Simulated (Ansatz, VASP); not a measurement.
**CoO in VASP and in Ansatz**

```
Co O
1.0
     2.71379    0.00000    0.00000
    -1.35690    2.35021    0.00000
     0.00000    0.00000    5.93306
Co O
2 2
Direct
  0.00000 0.00000 0.02027
  0.33333 0.66667 0.52027
  0.00000 0.00000 0.35473
  0.33333 0.66667 0.85473
```

Alike in both runs: functional r2SCAN; k mesh 12 × 12 × 6; occupations gaussian, width 0.02 eV; no spin polarisation.

Ansatz relaxed the structure, and its values are those at the end. VASP's run is a single point on that final structure, the one shown.

|  | VASP | Ansatz |
| --- | --- | --- |
| version | VASP 6.6.1 | Ansatz 0.2.0 |
| potentials or method | VASP PAW PBE potentials, release 64 (Co_sv, O), cutoff 770 eV | scalar-relativistic, plane waves, PAW |
| valence electrons in the cell | 46 | 46 |

|  | VASP | Ansatz | Ansatz less VASP |
| --- | --- | --- | --- |
| gap on the k mesh at the Fermi level (eV) | none | none | - |
| pressure (GPa) | -0.3 | 0.0 | +0.34 |
| rms of the force components (eV/Å) | 0.014 | 0.000 | -0.0139 |

VASP's potentials were made for PBE, not for r2SCAN. A gap of «none» marks a metal or a gap that the smearing closes.
